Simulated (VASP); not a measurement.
# AlAs (v.bA) (F-43m) in VASP: a series of runs

The runs below take AlAs (v.bA) through single point, with PBE.

Everything below comes from runs of VASP 6.6.1. Logs are shortened: lines on timing, memory, paths and dates and some standing lists are left out, and cuts for length are marked.

### 1 The cell of the first run

It takes space group F-43m (No. 216, cubic). Conventional cell: a = 5.680 Å, b = 5.680 Å, c = 5.680 Å, α = 90.00°, β = 90.00°, γ = 90.00°. Within 3.2 Å of Al (site symmetry -43m) lie 4 As at 2.46 Å. Within 3.2 Å of As (site symmetry -43m) lie 4 Al at 2.46 Å.

### 2 Single point, PBE

INCAR

```
PREC = Accurate
ENCUT = 500
EDIFF = 1E-6
ISMEAR = 0
SIGMA = 0.1
LREAL = F
LASPH = T
NELM = 120
ALGO = Normal
ISIF = 2
LWAVE = F
LCHARG = F
GGA = PE
NBANDS = 11
GGA_COMPAT = F
```

KPOINTS

```
regular mesh
0
Gamma
  6 6 6
```

POSCAR

```
AlAs
1.0
    0.0000000000      2.8400000000      2.8400000000
    2.8400000000      0.0000000000      2.8400000000
    2.8400000000      2.8400000000      0.0000000000
Al As
1 1
Direct
    0.0000000000      0.0000000000      0.0000000000
    0.2500000000      0.2500000000      0.2500000000
```

Potentials or basis: VASP PAW PBE potentials, release 64 (Al, As).

The run is started by

```bash
$ cat potpaw_PBE.64/Al/POTCAR potpaw_PBE.64/As/POTCAR > POTCAR
$ mpirun -np 1 vasp_std > vasp.out
```

OUTCAR:

```text
PREC = Accurate
   ENCUT = 500
   EDIFF = 1E-6
   ISMEAR = 0
   LREAL = F
   LASPH = T
   NELM = 120
   ISIF = 2
   GGA = PE

 ion  position               nearest neighbor table
   1  0.000  0.000  0.000-   2 2.46   2 2.46   2 2.46   2 2.46
   2  0.250  0.250  0.250-   1 2.46   1 2.46   1 2.46   1 2.46

  LATTYP: Found a face centered cubic cell.
 ALAT       =     5.6800000000

  Lattice vectors:

 A1 = (   0.0000000000,   2.8400000000,   2.8400000000)
 A2 = (   2.8400000000,   0.0000000000,   2.8400000000)
 A3 = (   2.8400000000,   2.8400000000,   0.0000000000)

Analysis of symmetry for initial positions (statically):
=====================================================================
 Subroutine PRICEL returns:
 Original cell was already a primitive cell.

 Routine SETGRP: Setting up the symmetry group for a
 face centered cubic supercell.

 Subroutine GETGRP returns: Found 24 space group operations
 (whereof 24 operations were pure point group operations)
 out of a pool of 48 trial point group operations.

The static configuration has the point symmetry T_d .

Analysis of symmetry for dynamics (positions and initial velocities):
=====================================================================
 Subroutine PRICEL returns:
 Original cell was already a primitive cell.

 Routine SETGRP: Setting up the symmetry group for a
 face centered cubic supercell.

 Subroutine GETGRP returns: Found 24 space group operations
 (whereof 24 operations were pure point group operations)
 out of a pool of 48 trial point group operations.

The dynamic configuration has the point symmetry T_d .

 Subroutine INISYM returns: Found 24 space group operations
 (whereof 24 operations are pure point group operations),
 and found     1 'primitive' translations

----------------------------------------------------------------------------------------

                                     Primitive cell

  volume of cell :      45.8126

  direct lattice vectors                    reciprocal lattice vectors
     0.000000000  2.840000000  2.840000000    -0.176056338  0.176056338  0.176056338
     2.840000000  0.000000000  2.840000000     0.176056338 -0.176056338  0.176056338
     2.840000000  2.840000000  0.000000000     0.176056338  0.176056338 -0.176056338

  length of vectors
     4.016366517  4.016366517  4.016366517     0.304938522  0.304938522  0.304938522

  position of ions in fractional coordinates (direct lattice)
     0.000000000  0.000000000  0.000000000
     0.250000000  0.250000000  0.250000000

  ion indices of the primitive-cell ions
   primitive index   ion index
                 1           1
                 2           2

----------------------------------------------------------------------------------------

 KPOINTS: regular mesh

Automatic generation of k-mesh.
 Grid dimensions read from file:
 generate k-points for:    6    6    6

 Generating k-lattice:

  Cartesian coordinates                     Fractional coordinates (reciprocal lattice)
    -0.029342723  0.029342723  0.029342723     0.166666667  0.000000000  0.000000000
     0.029342723 -0.029342723  0.029342723     0.000000000  0.166666667  0.000000000
     0.029342723  0.029342723 -0.029342723     0.000000000  0.000000000  0.166666667

  Length of vectors
     0.050823087  0.050823087  0.050823087

  Shift w.r.t. Gamma in fractional coordinates (k-lattice)
     0.000000000  0.000000000  0.000000000

 Subroutine IBZKPT returns following result:
 ===========================================

 Found     16 irreducible k-points:

 Following reciprocal coordinates:
            Coordinates               Weight
  0.000000  0.000000  0.000000      1.000000
  0.166667  0.000000  0.000000      8.000000
  0.333333  0.000000  0.000000      8.000000
  0.500000  0.000000  0.000000      4.000000
  0.166667  0.166667  0.000000      6.000000
  0.333333  0.166667  0.000000     24.000000
[... 8 lines left out ...]
 -0.333333  0.333333  0.166667     24.000000
 -0.333333  0.500000  0.166667     12.000000
   k-points           NKPTS =     16   k-points in BZ     NKDIM =     16   number of bands    NBANDS=     11
   number of dos      NEDOS =    301   number of ions     NIONS =      2
   total plane-waves  NPLWV =  27000
   dimension x,y,z NGX =    30 NGY =   30 NGZ =   30
   dimension x,y,z NGXF=    60 NGYF=   60 NGZF=   60
   ions per type =               1   1
   NGX,Y,Z   is equivalent  to a cutoff of  12.42, 12.42, 12.42 a.u.
   NGXF,Y,Z  is equivalent  to a cutoff of  24.84, 24.84, 24.84 a.u.
 SYSTEM =  unknown system
   PREC   = accura    normal or accurate (medium, high low for compatibility)
   ISTART =      0    job   : 0-new  1-cont  2-samecut
   ICHARG =      2    charge: 1-file 2-atom 10-const
   ISPIN  =      1    spin polarized calculation?
   LNONCOLLINEAR =      F non collinear calculations
   LSORBIT =      F    spin-orbit coupling
   LASPH  =      T    aspherical Exc in radial PAW
   ENCUT  =  500.0 eV  36.75 Ry    6.06 a.u.   7.32  7.32  7.32*2*pi/ulx,y,z
   NELM   =    120;   NELMIN=  2; NELMDL= -5     # of ELM steps
   EDIFF  = 0.1E-05   stopping-criterion for ELM
   LREAL  =      F    real-space projection
   EDIFFG = 0.1E-04   stopping-criterion for IOM
   NSW    =      0    number of steps for IOM
   IBRION =     -1    ionic relax: 0-MD 1-quasi-New 2-CG
   NFREE  =      0    steps in history (QN), initial steepest desc. (CG)
   ISIF   =      2    stress and relaxation
   ISYM   =      2    0-nonsym 1-usesym 2-fastsym
   POTIM  = 0.5000    time-step for ionic-motion
   TEBEG  =    0.0;   TEEND  =   0.0 temperature during run
   PSTRESS=    0.0 pullay stress
   NELECT =       8.0000    total number of electrons
   NUPDOWN=      -1.0000    fix difference up-down
   EMIN   =  10.00;   EMAX   =-10.00  energy-range for DOS
   EFERMI =   0.00;   METHOD = LEGACY
   ISMEAR =     0;   SIGMA  =   0.10  broadening in eV -4-tet -1-fermi 0-gaus
   EFERMI_NEDOS =   21; number of points for ismear=-14 and -15
   IALGO  =     38    algorithm
   IMIX   =      4    mixing-type and parameters
     AMIX     =   0.40;   BMIX     =  1.00
     AMIX_MAG =   1.60;   BMIX_MAG =  1.00
  volume/ion in A,a.u.               =      22.91       154.58
  Fermi-wavevector in a.u.,A,eV,Ry     =   0.915046  1.729187 11.392295  0.837310
  Thomas-Fermi vector in A             =   2.039743
   LORBIT       =      0    0 simple, 1 ext, 2 COOP (PROOUT), +10 PAW based schemes
   GGA     = PE    functional components
   LHFCALC =     F    Hartree Fock is set to
   AEXX    =    0.0000 exact exchange contribution
   IVDW    =     0    specifies the selected vdW correction
   LEPSILON=     F    determine dielectric tensor
   LRPA    =     F    only Hartree local field effects (RPA)
 non-spin polarized calculation
 Gauss-broadening in eV      SIGMA  =   0.10
  energy-cutoff  :      500.00
  volume of cell :       45.81
 maximum number of plane-waves:      1211
 NGX is ok and might be reduce to    30
   NGX = 15   NGY = 15   NGZ = 15

 number of electron       7.9999999 magnetization

 Free energy of the ion-electron system (eV)
  ---------------------------------------------------
  ext. energy  EPLUGINS =         0.00000000
  ---------------------------------------------------
  free energy    TOTEN  =        -9.36981314 eV

  energy without entropy =       -9.36981314  energy(sigma->0) =       -9.36981314

 E-fermi :   4.2700     XC(G=0):  -8.9995

 val. band max:        3.8086496491   @ k =   0.0000   0.0000   0.0000
 cond. band min:       5.2576798162   @ k =   0.5000   0.5000   0.0000
 fundamental gap:      1.4490301671
 Fermi energy:         4.2700422199

 k-point     1 :       0.0000    0.0000    0.0000
  band No.  band energies     occupation
      1      -7.9995      2.00000
      2       3.8086      2.00000
      3       3.8086      2.00000
      4       3.8086      2.00000
      5       5.7881      0.00000
      6       8.0748      0.00000
      7       8.0748      0.00000
      8       8.0748      0.00000
      9      12.6225      0.00000
     10      12.7968      0.00000
     11      12.7968      0.00000

 k-point     2 :       0.1667    0.0000    0.0000
  band No.  band energies     occupation
      1      -7.7346      2.00000
      2       1.7181      2.00000
      3       3.5478      2.00000
      4       3.5478      2.00000
      5       6.5814      0.00000
      6       8.5079      0.00000
      7       8.5079      0.00000
      8       8.9573      0.00000
      9      12.0234      0.00000
     10      12.0234      0.00000
     11      13.5059      0.00000

 k-point     3 :       0.3333    0.0000    0.0000
  band No.  band energies     occupation
      1      -7.0655      2.00000
      2      -0.6551      2.00000
      3       3.1503      2.00000
      4       3.1503      2.00000
      5       6.1368      0.00000
      6       8.6536      0.00000
      7       8.6536      0.00000
      8      11.2613      0.00000
      9      12.8219      0.00000
     10      12.8219      0.00000
     11      13.1272      0.00000

 k-point     4 :       0.5000    0.0000    0.0000
  band No.  band energies     occupation
      1      -6.6009      2.00000
      2      -1.7208      2.00000
      3       2.9898      2.00000
      4       2.9898      2.00000
      5       5.9117      0.00000
      6       8.4776      0.00000
      7       8.4776      0.00000
      8      11.5380      0.00000
      9      14.9202      0.00000
     10      15.3198      0.00000
     11      15.3198      0.00000

 k-point     5 :       0.1667    0.1667    0.0000
  band No.  band energies     occupation
      1      -7.6451      2.00000
      2       1.8023      2.00000
      3       3.0332      2.00000
      4       3.0332      2.00000
      5       7.0801      0.00000
      6       7.6826      0.00000
      7       9.3922      0.00000
      8       9.3922      0.00000
      9      10.7233      0.00000
     10      13.2810      0.00000
     11      14.4048      0.00000
[... 99 lines left out ...]
 k-point    13 :       0.5000    0.5000    0.0000
  band No.  band energies     occupation
      1      -6.0592      2.00000
      2      -1.5909      2.00000
      3       1.6559      2.00000
      4       1.6559      2.00000
      5       5.2577      0.00000
      6       6.0977      0.00000
      7      14.0631      0.00000
      8      14.0631      0.00000
      9      15.4735      0.00000
     10      16.3068      0.00000
     11      16.3068      0.00000

 k-point    14 :       0.5000    0.3333    0.1667
  band No.  band energies     occupation
      1      -6.5476      2.00000
      2      -0.8084      2.00000
      3       1.1161      2.00000
      4       2.1781      2.00000
      5       7.4680      0.00000
      6       8.3201      0.00000
      7       8.9435      0.00000
      8      11.6799      0.00000
      9      13.0208      0.00000
     10      14.4522      0.00000
     11      16.7501      0.00000

 k-point    15 :      -0.3333    0.3333    0.1667
  band No.  band energies     occupation
      1      -6.1940      2.00000
      2      -1.2864      2.00000
      3       0.6686      2.00000
      4       1.8035      2.00000
      5       7.7300      0.00000
      6       8.3691      0.00000
      7      10.4713      0.00000
      8      11.1836      0.00000
      9      12.1081      0.00000
     10      15.2326      0.00000
     11      16.5046      0.00000

 k-point    16 :      -0.3333    0.5000    0.1667
  band No.  band energies     occupation
      1      -6.0360      2.00000
      2      -1.3587      2.00000
      3       0.9053      2.00000
      4       1.1491      2.00000
      5       6.9779      0.00000
      6       7.9010      0.00000
      7      10.8888      0.00000
      8      11.5841      0.00000
      9      14.3307      0.00000
     10      16.0254      0.00000
     11      16.3070      0.00000

------------------------ aborting loop because EDIFF is reached ----------------------------------------

  FORCE on cell =-STRESS in cart. coord.  units (eV):
  Direction    XX          YY          ZZ          XY          YZ          ZX
  --------------------------------------------------------------------------------------
  -------------------------------------------------------------------------------------
  Total        0.5725890      0.5725890      0.5725890      0.0000000     -0.0000000      0.0000000
  in kB       20.0248165     20.0248165     20.0248165      0.0000000     -0.0000000      0.0000000
  external PRESSURE =      20.0248165 kB  Pullay stress =       0.0000000 kB

 VOLUME and BASIS-vectors are now :
 -----------------------------------------------------------------------------
  energy-cutoff  :      500.00
  volume of cell :       45.81
      direct lattice vectors                 reciprocal lattice vectors
     0.000000000  2.840000000  2.840000000    -0.176056338  0.176056338  0.176056338
     2.840000000  0.000000000  2.840000000     0.176056338 -0.176056338  0.176056338
     2.840000000  2.840000000  0.000000000     0.176056338  0.176056338 -0.176056338

 POSITION                                       TOTAL-FORCE (eV/Angst)
 -----------------------------------------------------------------------------------
      0.00000      0.00000      0.00000        -0.000000     -0.000000     -0.000000
      1.42000      1.42000      1.42000         0.000000      0.000000      0.000000
 -----------------------------------------------------------------------------------
    total drift:                               -0.000000     -0.000000     -0.000000

  FREE ENERGIE OF THE ION-ELECTRON SYSTEM (eV)
  ---------------------------------------------------
  free  energy   TOTEN  =        -9.3698131398 eV

  energy  without entropy=       -9.3698131398  energy(sigma->0) =       -9.36981314
```

It took 6 s on 1 thread of AMD EPYC 9R45 (Zen 5), shared host; peak memory 0.13 GiB.

Results:

* Free energy: -9.3698 eV
* Pressure: 2.0 GPa
* Band gap on the k mesh: 1.45 eV, indirect (least direct gap 1.98 eV)

A k mesh can miss the band edges.

### 3 Single point, PBE

This run uses another cell than the first one, of 23.49 Å³/atom, 1.025 times its volume.

INCAR

```
SYSTEM = AlAs
  PREC = Accurate
  ENCUT = 500
  EDIFF = 1E-6
  ISMEAR = 0
  SIGMA = 0.02
  LREAL = .False.
  LASPH = .True.
  NELM = 120
  ALGO = Normal
  ISIF = 2
  LWAVE = .False.
  LCHARG = .False.
  GGA = PE
  NBANDS = 11
  GGA_COMPAT = .False.
```

KPOINTS

```
regular mesh
0
Gamma
  8 8 8
  0 0 0
```

POSCAR

```
AlAs
1.0
    0.0000000000      2.8638562135      2.8638562135
    2.8638562135      0.0000000000      2.8638562135
    2.8638562135      2.8638562135      0.0000000000
Al As
1 1
Direct
    0.0000000000      0.0000000000      0.0000000000
    0.2500000000      0.2500000000      0.2500000000
```

Potentials or basis: VASP PAW PBE potentials, release 64 (Al, As).

The run is started by

```bash
$ cat potpaw_PBE.64/Al/POTCAR potpaw_PBE.64/As/POTCAR > POTCAR
$ mpirun -np 1 vasp_std > vasp.out
```

Run time: 9.5 s. Hardware: 1 thread of AMD EPYC 9R45 (Zen 5), shared host; peak memory 0.14 GiB.

The run converged. Its results:

```
Free energy            : -9.3880 eV
Pressure               : 0.2 GPa
Band gap on the k mesh : 1.49 eV, indirect (least direct gap 1.78 eV)
```

Levels at points of the mesh, in eV from the valence-band top:
| k point | band 1 | band 2 | band 3 | band 4 | band 5 | band 6 | band 7 | band 8 | band 9 |
| --- | --- | --- | --- | --- | --- | --- | --- | --- | --- |
| (0.00, 0.00, 0.00) | -11.67 | 0.00 | 0.00 | 0.00 | 1.78 | 4.23 | 4.23 | 4.23 | 8.68 |
| (0.50, 0.00, 0.00) | -10.33 | -5.42 | -0.80 | -0.80 | 2.01 | 4.65 | 4.65 | 7.68 | 10.91 |
| (0.50, 0.50, 0.00) | -9.81 | -5.31 | -2.10 | -2.10 | 1.49 | 2.29 | 10.06 | 10.06 | 11.39 |

A k mesh can miss the band edges.
